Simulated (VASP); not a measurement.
# Ir (I4/mmm) in VASP: a series of runs

Ir is run at these levels: LDA; tasks: single point.

Everything below comes from runs of VASP 6.6.1. Logs are shortened: lines on timing, memory, paths and dates and some standing lists are left out, and cuts for length are marked.

### 1 The cell of the first run

Symmetry: I4/mmm, No. 139, tetragonal system. The conventional cell has a = 2.837 Å, b = 2.837 Å, c = 3.714 Å, α = 90.00°, β = 90.00°, γ = 90.00°. Ir (site symmetry 4/mmm) has 14 Ir at 2.73 to 3.71 Å within 3.8 Å.

### 2 Single point, LDA (14.94 Å³/atom)

The input, INCAR:

```
SYSTEM = Ir
  PREC = Accurate
  ENCUT = 560
  EDIFF = 1E-6
  ISMEAR = 0
  SIGMA = 0.15
  LREAL = .False.
  LASPH = .True.
  NELM = 120
  ALGO = Normal
  ISIF = 2
  LWAVE = .False.
  LCHARG = .False.
  GGA = CA
  NBANDS = 14
  GGA_COMPAT = .False.
```

The input, KPOINTS:

```
Automatic mesh
0
Gamma
  22 22 22
  0 0 0
```

The input, POSCAR:

```
Ir
1.0
    0.0000000000      2.0058701901      1.8568340350
    2.0058701901      0.0000000000      1.8568340350
    2.0058701901      2.0058701901      0.0000000000
Ir
1
Direct
    0.0000000000      0.0000000000      0.0000000000
```

Potentials or basis: VASP PAW LDA potentials, release 64 (Ir_sv_GW).

Command:

```
$ cat potpaw_LDA.64/Ir_sv_GW/POTCAR > POTCAR
$ mpirun -np 1 vasp_std > vasp.out
```

OUTCAR:

```text
SYSTEM = Ir
   PREC = Accurate
   ENCUT = 560
   EDIFF = 1E-6
   ISMEAR = 0
   LREAL = .False.
   LASPH = .True.
   NELM = 120
   ISIF = 2
   GGA = CA

 ion  position               nearest neighbor table
   1  0.000  0.000  0.000-

  LATTYP: Found a body centered tetragonal cell.
 ALAT       =     2.8367288272
 C/A-ratio  =     1.3091374947

  Lattice vectors:

 A1 = (   0.0000000000,  -2.0058701901,  -1.8568340350)
 A2 = (   0.0000000000,   2.0058701901,  -1.8568340350)
 A3 = (   2.0058701901,   0.0000000000,   1.8568340350)

Analysis of symmetry for initial positions (statically):
=====================================================================
 Subroutine PRICEL returns:
 Original cell was already a primitive cell.

 Routine SETGRP: Setting up the symmetry group for a
 body centered tetragonal supercell.

 Subroutine GETGRP returns: Found 16 space group operations
 (whereof 16 operations were pure point group operations)
 out of a pool of 16 trial point group operations.

The static configuration has the point symmetry D_4h.

Analysis of symmetry for dynamics (positions and initial velocities):
=====================================================================
 Subroutine PRICEL returns:
 Original cell was already a primitive cell.

 Routine SETGRP: Setting up the symmetry group for a
 body centered tetragonal supercell.

 Subroutine GETGRP returns: Found 16 space group operations
 (whereof 16 operations were pure point group operations)
 out of a pool of 16 trial point group operations.

The dynamic configuration has the point symmetry D_4h.

 Subroutine INISYM returns: Found 16 space group operations
 (whereof 16 operations are pure point group operations),
 and found     1 'primitive' translations

----------------------------------------------------------------------------------------

                                     Primitive cell

  volume of cell :      14.9420

  direct lattice vectors                    reciprocal lattice vectors
     0.000000000  2.005870190  1.856834035    -0.249268374  0.249268374  0.269275547
     2.005870190  0.000000000  1.856834035     0.249268374 -0.249268374  0.269275547
     2.005870190  2.005870190  0.000000000     0.249268374  0.249268374 -0.269275547

  length of vectors
     2.733376639  2.733376639  2.836728827     0.443597525  0.443597525  0.443597525

  position of ions in fractional coordinates (direct lattice)
     0.000000000  0.000000000  0.000000000

  ion indices of the primitive-cell ions
   primitive index   ion index
                 1           1

----------------------------------------------------------------------------------------

 KPOINTS: Automatic mesh

Automatic generation of k-mesh.
 Grid dimensions read from file:
 generate k-points for:   22   22   22

 Generating k-lattice:

  Cartesian coordinates                     Fractional coordinates (reciprocal lattice)
    -0.011330381  0.011330381  0.012239798     0.045454545 -0.000000000  0.000000000
     0.011330381 -0.011330381  0.012239798    -0.000000000  0.045454545  0.000000000
     0.011330381  0.011330381 -0.012239798     0.000000000  0.000000000  0.045454545

  Length of vectors
     0.020163524  0.020163524  0.020163524

  Shift w.r.t. Gamma in fractional coordinates (k-lattice)
     0.000000000  0.000000000  0.000000000

 Subroutine IBZKPT returns following result:
 ===========================================

 Found    834 irreducible k-points:

 Following reciprocal coordinates:
            Coordinates               Weight
  0.000000  0.000000  0.000000      1.000000
  0.045455 -0.000000  0.000000      8.000000
  0.090909 -0.000000  0.000000      8.000000
  0.136364 -0.000000  0.000000      8.000000
  0.181818 -0.000000  0.000000      8.000000
  0.227273 -0.000000  0.000000      8.000000
[... 16 lines left out ...]
  0.500000  0.045455  0.000000      8.000000
 -0.454545  0.045455  0.000000      8.000000
 [... further k-points ...]
   k-points           NKPTS =    834   k-points in BZ     NKDIM =    834   number of bands    NBANDS=     14
   number of dos      NEDOS =    301   number of ions     NIONS =      1
   total plane-waves  NPLWV =  13824
   dimension x,y,z NGX =    24 NGY =   24 NGZ =   24
   dimension x,y,z NGXF=    48 NGYF=   48 NGZF=   48
   ions per type =               1
   NGX,Y,Z   is equivalent  to a cutoff of  14.60, 14.60, 14.07 a.u.
   NGXF,Y,Z  is equivalent  to a cutoff of  29.19, 29.19, 28.13 a.u.
 SYSTEM =  Ir
   PREC   = accura    normal or accurate (medium, high low for compatibility)
   ISTART =      0    job   : 0-new  1-cont  2-samecut
   ICHARG =      2    charge: 1-file 2-atom 10-const
   ISPIN  =      1    spin polarized calculation?
   LNONCOLLINEAR =      F non collinear calculations
   LSORBIT =      F    spin-orbit coupling
   LASPH  =      T    aspherical Exc in radial PAW
   ENCUT  =  560.0 eV  41.16 Ry    6.42 a.u.   5.27  5.27  5.47*2*pi/ulx,y,z
   NELM   =    120;   NELMIN=  2; NELMDL= -5     # of ELM steps
   EDIFF  = 0.1E-05   stopping-criterion for ELM
   LREAL  =      F    real-space projection
[... 7 lines left out ...]
   TEBEG  =    0.0;   TEEND  =   0.0 temperature during run
   PSTRESS=    0.0 pullay stress
   NELECT =      17.0000    total number of electrons
   NUPDOWN=      -1.0000    fix difference up-down
   EMIN   =  10.00;   EMAX   =-10.00  energy-range for DOS
   EFERMI =   0.00;   METHOD = LEGACY
   ISMEAR =     0;   SIGMA  =   0.15  broadening in eV -4-tet -1-fermi 0-gaus
   EFERMI_NEDOS =   21; number of points for ismear=-14 and -15
   IALGO  =     38    algorithm
   IMIX   =      4    mixing-type and parameters
     AMIX     =   0.40;   BMIX     =  1.00
     AMIX_MAG =   1.60;   BMIX_MAG =  1.00
  volume/ion in A,a.u.               =      14.94       100.83
  Fermi-wavevector in a.u.,A,eV,Ry     =   1.709050  3.229637 39.740626  2.920854
  Thomas-Fermi vector in A             =   2.787606
   LORBIT       =      0    0 simple, 1 ext, 2 COOP (PROOUT), +10 PAW based schemes
   GGA     = CA    functional components
   LHFCALC =     F    Hartree Fock is set to
   AEXX    =    0.0000 exact exchange contribution
   IVDW    =     0    specifies the selected vdW correction
   LEPSILON=     F    determine dielectric tensor
   LRPA    =     F    only Hartree local field effects (RPA)
 non-spin polarized calculation
 Gauss-broadening in eV      SIGMA  =   0.15
  energy-cutoff  :      560.00
  volume of cell :       14.94
 maximum number of plane-waves:       467
 NGX is ok and might be reduce to    24
   NGX = 11   NGY = 11   NGZ = 11

 number of electron      17.0000000 magnetization

 Free energy of the ion-electron system (eV)
  ---------------------------------------------------
  ext. energy  EPLUGINS =         0.00000000
  ---------------------------------------------------
  free energy    TOTEN  =       -10.76529319 eV

  energy without entropy =      -10.75221576  energy(sigma->0) =      -10.75875448

 E-fermi :  11.5725     XC(G=0): -14.4367

 val. band max:       11.5722783291   @ k =  -0.4545   0.4091   0.0455
 cond. band min:      11.5758328936   @ k =   0.3636  -0.0000   0.2727
 fundamental gap:      0.0035545645
 Fermi energy:        11.5724655463

 k-point     1 :       0.0000    0.0000    0.0000
  band No.  band energies     occupation
      1     -80.7622      2.00000
      2     -37.4961      2.00000
      3     -37.4961      2.00000
      4     -37.4340      2.00000
      5       1.0921      2.00000
      6       7.7647      2.00000
      7       7.7647      2.00000
      8       8.6481      2.00000
      9       9.8941      2.00000
     10      11.0475      2.00000
     11      25.5120      0.00000
     12      29.8418      0.00000
     13      29.8418      0.00000
     14      32.2013      0.00000

 k-point     2 :       0.0455   -0.0000    0.0000
  band No.  band energies     occupation
      1     -80.7611      2.00000
      2     -37.5054      2.00000
      3     -37.4989      2.00000
      4     -37.4394      2.00000
      5       1.1801      2.00000
      6       7.7551      2.00000
      7       7.8013      2.00000
      8       8.6474      2.00000
      9       9.8810      2.00000
     10      11.0146      2.00000
     11      25.6606      0.00000
     12      29.6733      0.00000
     13      29.9819      0.00000
     14      32.0327      0.00000

 k-point     3 :       0.0909   -0.0000    0.0000
  band No.  band energies     occupation
      1     -80.7579      2.00000
      2     -37.5377      2.00000
      3     -37.5067      2.00000
      4     -37.4507      2.00000
      5       1.4384      2.00000
      6       7.7121      2.00000
      7       7.8980      2.00000
      8       8.6659      2.00000
      9       9.8581      2.00000
     10      10.9273      2.00000
     11      26.0808      0.00000
     12      29.0384      0.00000
     13      30.3953      0.00000
     14      32.0481      0.00000
[... 324 lines left out ...]
 k-point    23 :       0.5000    0.0455    0.0000
  band No.  band energies     occupation
      1     -80.7092      2.00000
      2     -38.1290      2.00000
      3     -37.6312      2.00000
      4     -37.5224      2.00000
      5       4.1469      2.00000
      6       7.5261      2.00000
      7       8.3911      2.00000
      8      10.5394      2.00000
      9      12.6666      0.00000
     10      12.7084      0.00000
     11      18.4063      0.00000
     12      25.1413      0.00000
     13      29.5999      0.00000
     14      31.0150      0.00000

 k-point    24 :      -0.4545    0.0455    0.0000
  band No.  band energies     occupation
      1     -80.7097      2.00000
      2     -38.1222      2.00000
      3     -37.6277      2.00000
      4     -37.5242      2.00000
      5       4.1480      2.00000
      6       7.5315      2.00000
      7       8.3855      2.00000
      8      10.5068      2.00000
      9      12.5603      0.00000
     10      12.5925      0.00000
     11      18.6336      0.00000
     12      25.1781      0.00000
     13      29.9021      0.00000
     14      30.9130      0.00000

 [... further k-points ...]

------------------------ aborting loop because EDIFF is reached ----------------------------------------

  FORCE on cell =-STRESS in cart. coord.  units (eV):
  Direction    XX          YY          ZZ          XY          YZ          ZX
  --------------------------------------------------------------------------------------
  -------------------------------------------------------------------------------------
  Total       -3.0370960     -3.0370960     -0.8836837      0.0000000     -0.0000000      0.0000000
  in kB     -325.6569609   -325.6569609    -94.7542481      0.0000000     -0.0000000      0.0000000
  external PRESSURE =    -248.6893900 kB  Pullay stress =       0.0000000 kB

 VOLUME and BASIS-vectors are now :
 -----------------------------------------------------------------------------
  energy-cutoff  :      560.00
  volume of cell :       14.94
      direct lattice vectors                 reciprocal lattice vectors
     0.000000000  2.005870190  1.856834035    -0.249268374  0.249268374  0.269275547
     2.005870190  0.000000000  1.856834035     0.249268374 -0.249268374  0.269275547
     2.005870190  2.005870190  0.000000000     0.249268374  0.249268374 -0.269275547

 POSITION                                       TOTAL-FORCE (eV/Angst)
 -----------------------------------------------------------------------------------
      0.00000      0.00000      0.00000        -0.000000      0.000000      0.000000
 -----------------------------------------------------------------------------------
    total drift:                               -0.000000      0.000000     -0.000000

  FREE ENERGIE OF THE ION-ELECTRON SYSTEM (eV)
  ---------------------------------------------------
  free  energy   TOTEN  =       -10.7652931877 eV

  energy  without entropy=      -10.7522157631  energy(sigma->0) =      -10.75875448
```

Run time: 2.5 min. Hardware: 1 thread of Intel Xeon Platinum 8375C at 2.90GHz (Ice Lake), shared host; peak memory 0.31 GiB.

What came out:

* Free energy: -10.7653 eV
* Pressure: -24.9 GPa
* Band gap on the k mesh: zero (an odd number of electrons rules out a gap without spin polarisation)

Stress tensor (GPa, compression positive):
```
-32.57   0.00   0.00
  0.00 -32.57   0.00
  0.00   0.00  -9.48
```

Caveat: the stress differs along the axes, from -33 to -9 GPa; spin-orbit coupling is left out, which moves the levels of the heavy elements.

### 3 Single point, LDA (13.84 Å³/atom)

This run uses another cell than the first one, of 13.84 Å³/atom.

The input, INCAR:

```
SYSTEM = Ir
ALGO = Normal ; EDIFF = 1E-6
ENCUT = 560 ; GGA_COMPAT = .FALSE.
ISIF = 2 ; ISMEAR = 0
LASPH = .TRUE. ; LCHARG = .FALSE.
LREAL = .FALSE. ; LWAVE = .FALSE.
NBANDS = 14 ; NELM = 120
PREC = Accurate ; SIGMA = 0.15
```

The input, KPOINTS:

```
k-points
0
G
  22 22 22
  0 0 0
```

The input, POSCAR:

```
Ir
1.0
    0.0000000000      1.9550781403      1.8098158345
    1.9550781403      0.0000000000      1.8098158345
    1.9550781403      1.9550781403      0.0000000000
Ir
1
Direct
    0.0000000000      0.0000000000      0.0000000000
```

Potentials or basis: VASP PAW LDA potentials, release 64 (Ir_sv_GW).

Command:

```
$ cat potpaw_LDA.64/Ir_sv_GW/POTCAR > POTCAR
$ mpirun -np 1 vasp_std > vasp.out
```

Run time: 70 s. Hardware: 1 thread of Intel Xeon Platinum 8488C (Sapphire Rapids), shared host; peak memory 0.29 GiB.

Results (log left out):

- Free energy: -10.8424 eV
- Pressure: 1.2 GPa
- Band gap on the k mesh: zero (an odd number of electrons rules out a gap without spin polarisation)

Stress tensor (GPa, compression positive):
```
-8.38  0.00  0.00
 0.00 -8.38  0.00
 0.00  0.00 20.21
```

Levels at points of the mesh, in eV from the Fermi level:
```csv
k point,band 6,band 7,band 8,band 9,band 10,band 11
"(0.00, 0.00, 0.00)",-4.28,-4.28,-3.30,-1.88,-0.58,13.73
"(0.50, 0.00, 0.00)",-4.64,-3.50,-0.69,0.66,1.31,7.62
"(0.50, 0.50, 0.00)",-7.63,0.94,1.63,1.63,2.94,10.74
"(0.50, 0.00, 0.50)",-7.47,0.90,1.06,1.25,2.00,10.23
```

Caveat: the stress differs along the axes, from -8 to 20 GPa; spin-orbit coupling is left out, which moves the levels of the heavy elements.

### 4 Single point, LDA (13.84 Å³/atom)

This run uses another cell than the first one, of 13.84 Å³/atom.

The input, INCAR:

```
ALGO = Normal
EDIFF = 1E-6
ENCUT = 560
GGA_COMPAT = F
ISIF = 2
ISMEAR = 0
LASPH = T
LCHARG = F
LREAL = F
LWAVE = F
NBANDS = 14
NELM = 120
PREC = Accurate
SIGMA = 0.15
```

The input, KPOINTS:

```
k-points
0
Gamma
  22 22 22
```

The input, POSCAR:

```
Ir
1.0
    0.0000000000      2.0583851465      1.6327110982
    2.0583851465      0.0000000000      1.6327110982
    2.0583851465      2.0583851465      0.0000000000
Ir
1
Direct
    0.0000000000      0.0000000000      0.0000000000
```

Command:

```
$ cat potpaw_LDA.64/Ir_sv_GW/POTCAR > POTCAR
$ mpirun -np 1 vasp_std > vasp.out
```

Wall time 1.8 min (1 thread of Intel Xeon Platinum 8259CL at 2.50GHz (Skylake/Cascade Lake), shared host); peak memory 0.29 GiB.

The run converged. Its results:

```yaml
Free_energy: -10.4325 eV
Pressure: 8.8 GPa
Band_gap_on_the_k_mesh: zero (an odd number of electrons rules out a gap without spin polarisation)
```

Stress tensor (GPa, compression positive):
```
-9.04  0.00  0.00
 0.00 -9.04  0.00
 0.00  0.00 44.61
```

Levels at points of the mesh, in eV from the Fermi level:
```tsv
k point	band 4	band 5	band 6	band 7	band 8	band 9	band 10	band 11	band 12	band 13
(0.00, 0.00, 0.00)	-48.84	-11.13	-4.24	-4.24	-3.09	-1.75	-0.04	14.77	17.04	17.04
(0.50, 0.00, 0.00)	-48.91	-8.12	-5.41	-1.88	-0.39	0.12	2.10	8.15	12.93	17.86
(0.50, 0.50, 0.00)	-49.56	-7.72	-7.65	1.26	1.75	1.75	5.73	9.18	9.18	14.92
(0.50, 0.00, 0.50)	-49.07	-8.02	-6.72	0.24	0.33	0.43	2.50	9.25	12.08	15.15
```

Caveat: the stress differs along the axes, from -9 to 45 GPa; spin-orbit coupling is left out, which moves the levels of the heavy elements.

[end of part 1 of 2]
